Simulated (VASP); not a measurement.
# Zn4Sn4P8H (a cell with a defect) in VASP: single point with PBE

Aim: the single point of Zn4Sn4P8H (a cell with a defect) with PBE.

Everything below comes from runs of VASP 6.6.1. Logs are shortened: lines on timing, memory, paths and dates and some standing lists are left out, and cuts for length are marked.

**1. The cell of the first run**

The cell holds a defect, 17 atoms: a = 6.996 Å, b = 6.996 Å, c = 8.064 Å, α = 90.00°, β = 90.00°, γ = 109.61°.

**2. Single point, PBE**

INCAR reads:

```
PREC = Accurate
ENCUT = 400
EDIFF = 1E-6
ISMEAR = 0
SIGMA = 0.02
LREAL = F
LASPH = T
NELM = 120
ALGO = Normal
ISIF = 2
LWAVE = F
LCHARG = T
GGA = PE
LELF = T
LVHAR = T
NELECT = 144.0
NBANDS = 86
GGA_COMPAT = F
```

KPOINTS reads:

```
Automatic mesh
0
Gamma
  2 2 2
  0.5 0.5 0.5
```

POSCAR reads:

```
Zn4Sn4P8H
1.0
    2.8511725737     -2.8511725737      5.7169940440
    2.8511725737     -2.8511725737     -5.7169940440
    5.7023451474      5.7023451474      0.0000000000
Zn Sn P H
4 4 8 1
Direct
    0.0023859195      0.5034934907      0.2507651612
    0.4902576626     -0.0202377092      0.7464463988
    0.4642550208      0.5193260945      0.4447441245
    0.0003633937     -0.0007020263      0.0003885244
    0.4973617582      0.0007931108      0.2452384876
    0.0231863130      0.5038859567      0.7595576711
   -0.0009171553     -0.0106019651      0.4967906934
    0.5028282878      0.5059612279      0.0099725637
    0.1135295836      0.8627832940      0.2349553500
    0.6373129919      0.3436590214      0.7751431009
    0.1203355754      0.3613755327      0.0195837848
    0.6121954204      0.8660144709      0.5056587115
    0.1193136651      0.3755376508      0.4897975180
    0.6376652242      0.8880181175      0.9866929052
    0.6414692950      0.3846337992      0.2607185222
    0.1329295636      0.8868091316      0.7621208271
    0.6015901170      0.4589151389      0.6387504449
```

Potentials or basis: VASP PAW PBE potentials, release 64 (Zn, Sn_d, P, H).

Command:

```sh
$ cat potpaw_PBE.64/Zn/POTCAR potpaw_PBE.64/Sn_d/POTCAR potpaw_PBE.64/P/POTCAR potpaw_PBE.64/H/POTCAR > POTCAR
$ mpirun -np 1 vasp_std > vasp.out
```

OUTCAR:

```text
PREC = Accurate
   ENCUT = 400
   EDIFF = 1E-6
   ISMEAR = 0
   LREAL = F
   LASPH = T
   NELM = 120
   ISIF = 2
   GGA = PE
   NELECT = 144.0

 ion  position               nearest neighbor table
   1  0.002  0.503  0.251-   9 2.37  15 2.38  13 2.38  11 2.39
   2  0.490  0.980  0.746-  12 2.36  16 2.37  14 2.38  10 2.42
   3  0.464  0.519  0.445-  17 1.96  13 2.31  15 2.33  12 2.35
   4  0.000  0.999  0.000-   9 2.37  16 2.38  11 2.39  14 2.39
   5  0.497  0.001  0.245-   9 2.53  15 2.53  14 2.54  12 2.54
   6  0.023  0.504  0.760-  11 2.51  16 2.53  13 2.53  10 2.56
[... 8 lines left out ...]
  15  0.641  0.385  0.261-   3 2.33   1 2.38   8 2.51   5 2.53
  16  0.133  0.887  0.762-   2 2.37   4 2.38   6 2.53   7 2.53
  17  0.602  0.459  0.639-  10 1.43   3 1.96

  LATTYP: Found a base centered orthorhombic cell.
 ALAT       =     8.0643338448
 B/A-ratio  =     1.4178465708
 C/A-ratio  =     1.0000000000

  Lattice vectors:

 A1 = (   2.8511725737,  -2.8511725737,   5.7169940440)
 A2 = (   2.8511725737,  -2.8511725737,  -5.7169940440)
 A3 = (   5.7023451474,   5.7023451474,   0.0000000000)

Analysis of symmetry for initial positions (statically):
=====================================================================
 Subroutine PRICEL returns:
 Original cell was already a primitive cell.

 Routine SETGRP: Setting up the symmetry group for a
 base centered orthorhombic supercell.

 Subroutine GETGRP returns: Found  1 space group operations
 (whereof  1 operations were pure point group operations)
 out of a pool of  8 trial point group operations.

The static configuration has the point symmetry C_1 .

Analysis of symmetry for dynamics (positions and initial velocities):
=====================================================================
 Subroutine PRICEL returns:
 Original cell was already a primitive cell.

 Routine SETGRP: Setting up the symmetry group for a
 base centered orthorhombic supercell.

 Subroutine GETGRP returns: Found  1 space group operations
 (whereof  1 operations were pure point group operations)
 out of a pool of  8 trial point group operations.

The dynamic configuration has the point symmetry C_1 .

 Subroutine INISYM returns: Found  1 space group operations
 (whereof  1 operations are pure point group operations),
 and found     1 'primitive' translations

[... 108 lines left out ...]
   NFREE  =      0    steps in history (QN), initial steepest desc. (CG)
   ISIF   =      2    stress and relaxation
   ISYM   =      2    0-nonsym 1-usesym 2-fastsym
   POTIM  = 0.5000    time-step for ionic-motion
   TEBEG  =    0.0;   TEEND  =   0.0 temperature during run
   PSTRESS=    0.0 pullay stress
   NELECT =     144.0000    total number of electrons
   NUPDOWN=      -1.0000    fix difference up-down
   EMIN   =  10.00;   EMAX   =-10.00  energy-range for DOS
   EFERMI =   0.00;   METHOD = LEGACY
   ISMEAR =     0;   SIGMA  =   0.02  broadening in eV -4-tet -1-fermi 0-gaus
   EFERMI_NEDOS =   21; number of points for ismear=-14 and -15
   IALGO  =     38    algorithm
   IMIX   =      4    mixing-type and parameters
     AMIX     =   0.40;   BMIX     =  1.00
     AMIX_MAG =   1.60;   BMIX_MAG =  1.00
  volume/ion in A,a.u.               =      21.87       147.59
  Fermi-wavevector in a.u.,A,eV,Ry     =   1.193331  2.255068 19.375210  1.424038
  Thomas-Fermi vector in A             =   2.329347
   LORBIT       =      0    0 simple, 1 ext, 2 COOP (PROOUT), +10 PAW based schemes
   GGA     = PE    functional components
   LHFCALC =     F    Hartree Fock is set to
   AEXX    =    0.0000 exact exchange contribution
   IVDW    =     0    specifies the selected vdW correction
   LEPSILON=     F    determine dielectric tensor
   LRPA    =     F    only Hartree local field effects (RPA)
 non-spin polarized calculation
 Gauss-broadening in eV      SIGMA  =   0.02
  energy-cutoff  :      400.00
  volume of cell :      371.80
 maximum number of plane-waves:      6758
 NGX is ok and might be reduce to    48
   NGX = 23   NGY = 23   NGZ = 27

 number of electron     143.9999933 magnetization

 Free energy of the ion-electron system (eV)
  ---------------------------------------------------
  ext. energy  EPLUGINS =         0.00000000
  ---------------------------------------------------
  free energy    TOTEN  =       -73.75507135 eV

  energy without entropy =      -73.75507135  energy(sigma->0) =      -73.75507135

 E-fermi :   4.0338     XC(G=0):  -9.3782

 val. band max:        3.9094572946   @ k =   0.2500  -0.2500   0.2500
 cond. band min:       5.6768138836   @ k =  -0.2500   0.2500   0.2500
 fundamental gap:      1.7673565890
 Fermi energy:         4.0338401203

 k-point     1 :       0.2500    0.2500    0.2500
  band No.  band energies     occupation
      1     -17.0860      2.00000
      2     -17.0719      2.00000
      3     -17.0642      2.00000
      4     -17.0546      2.00000
      5     -17.0465      2.00000
      6     -17.0351      2.00000
[... 337 lines left out ...]
     83       7.8740      0.00000
     84       8.1514      0.00000
 [bands above 84 left out]

------------------------ aborting loop because EDIFF is reached ----------------------------------------

  FORCE on cell =-STRESS in cart. coord.  units (eV):
  Direction    XX          YY          ZZ          XY          YZ          ZX
  --------------------------------------------------------------------------------------
  -------------------------------------------------------------------------------------
  Total       -4.5638324     -5.3195574     -5.1781619     -0.5725103      0.4523461      1.1174902
  in kB      -19.6668829    -22.9235223    -22.3142075     -2.4671137      1.9492911      4.8155908
  external PRESSURE =     -21.6348709 kB  Pullay stress =       0.0000000 kB

 VOLUME and BASIS-vectors are now :
 -----------------------------------------------------------------------------
  energy-cutoff  :      400.00
  volume of cell :      371.80
      direct lattice vectors                 reciprocal lattice vectors
     2.851172574 -2.851172574  5.716994044     0.087683223 -0.087683223  0.087458548
     2.851172574 -2.851172574 -5.716994044     0.087683223 -0.087683223 -0.087458548
     5.702345147  5.702345147  0.000000000     0.087683223  0.087683223  0.000000000

 POSITION                                       TOTAL-FORCE (eV/Angst)
 -----------------------------------------------------------------------------------
      2.87230     -0.01240     -2.86483        -0.003314     -0.002376     -0.000134
      8.44778      0.06521     -2.79850         0.000281     -0.001245     -0.003871
      5.34044     -0.26827     -0.31484         0.000578     -0.000596      0.004002
      2.85242     -2.84799     -5.71090        -0.002258      0.002059     -0.005504
      2.81876     -0.02189      2.83888        -0.001469     -0.002291     -0.000477
      5.83403      2.82849     -2.74816         0.000096      0.003577      0.002000
[... 9 lines left out ...]
      7.25333      1.43843     -4.30993        -0.025556     -0.007444     -0.000539
      6.66606      0.61869      0.81567         0.007637      0.010136      0.010142
 -----------------------------------------------------------------------------------
    total drift:                                0.001299     -0.000955      0.003049

  FREE ENERGIE OF THE ION-ELECTRON SYSTEM (eV)
  ---------------------------------------------------
  free  energy   TOTEN  =       -73.7550713539 eV

  energy  without entropy=      -73.7550713539  energy(sigma->0) =      -73.75507135
```

OSZICAR:

```text
N       E                     dE             d eps       ncg     rms          rms(c)
DAV:   1     0.142893688706E+04    0.14289E+04   -0.54070E+04   688   0.178E+03
DAV:   2     0.188240465505E+03   -0.12407E+04   -0.12037E+04   688   0.517E+02
DAV:   3    -0.568601538897E+02   -0.24510E+03   -0.23118E+03   752   0.198E+02
DAV:   4    -0.758175691162E+02   -0.18957E+02   -0.18648E+02   808   0.571E+01
DAV:   5    -0.765214345306E+02   -0.70387E+00   -0.70081E+00   832   0.111E+01    0.147E+01
DAV:   6    -0.738211366613E+02    0.27003E+01   -0.71583E+00  1008   0.355E+01    0.100E+01
DAV:   7    -0.737858585699E+02    0.35278E-01   -0.63623E+00   856   0.897E+00    0.423E+00
DAV:   8    -0.737549969524E+02    0.30862E-01   -0.28208E-01   808   0.372E+00    0.197E+00
DAV:   9    -0.737533091533E+02    0.16878E-02   -0.10487E-01   872   0.247E+00    0.388E-01
DAV:  10    -0.737537382106E+02   -0.42906E-03   -0.12757E-02   832   0.157E+00    0.212E-01
DAV:  11    -0.737544395979E+02   -0.70139E-03   -0.35490E-03   840   0.374E-01    0.142E-01
DAV:  12    -0.737549683320E+02   -0.52873E-03   -0.10647E-03   840   0.260E-01    0.408E-02
DAV:  13    -0.737550445557E+02   -0.76224E-04   -0.21449E-04   784   0.173E-01    0.219E-02
DAV:  14    -0.737550615371E+02   -0.16981E-04   -0.63984E-05   712   0.596E-02    0.133E-02
DAV:  15    -0.737550713310E+02   -0.97939E-05   -0.26040E-05   672   0.313E-02    0.470E-03
DAV:  16    -0.737550713539E+02   -0.22948E-07   -0.36721E-06   632   0.195E-02
   1 F= -.73755071E+02 E0= -.73755071E+02  d E =-.449651E-19
```

Wall time 4.2 min (1 thread of Intel Xeon Platinum 8259CL at 2.50GHz (Skylake/Cascade Lake), shared host); peak memory 0.38 GiB.

Results:

```
Free energy   : -73.7551 eV
Largest force : 0.031 eV/Å
```

Forces on the atoms (eV/Å):
```
Zn  -0.003 -0.002  0.000
Zn   0.000 -0.001 -0.004
Zn   0.001 -0.001  0.004
Zn  -0.002  0.002 -0.006
Sn  -0.001 -0.002  0.000
Sn   0.000  0.004  0.002
Sn  -0.001  0.000  0.005
Sn   0.000 -0.003  0.006
P    0.031  0.000 -0.001
P    0.008 -0.017 -0.024
P    0.007 -0.028  0.003
P   -0.001 -0.017 -0.002
P    0.004  0.026  0.001
P   -0.001  0.026  0.006
P   -0.023  0.011  0.000
P   -0.026 -0.007 -0.001
H    0.008  0.010  0.010
```

Caveat: the cell carries a net charge on a neutralising background, which shifts energy and pressure; the cell is charged against a uniform background, so pressure and absolute levels hang on convention; spin-orbit coupling is left out, which moves the levels of the heavy elements.
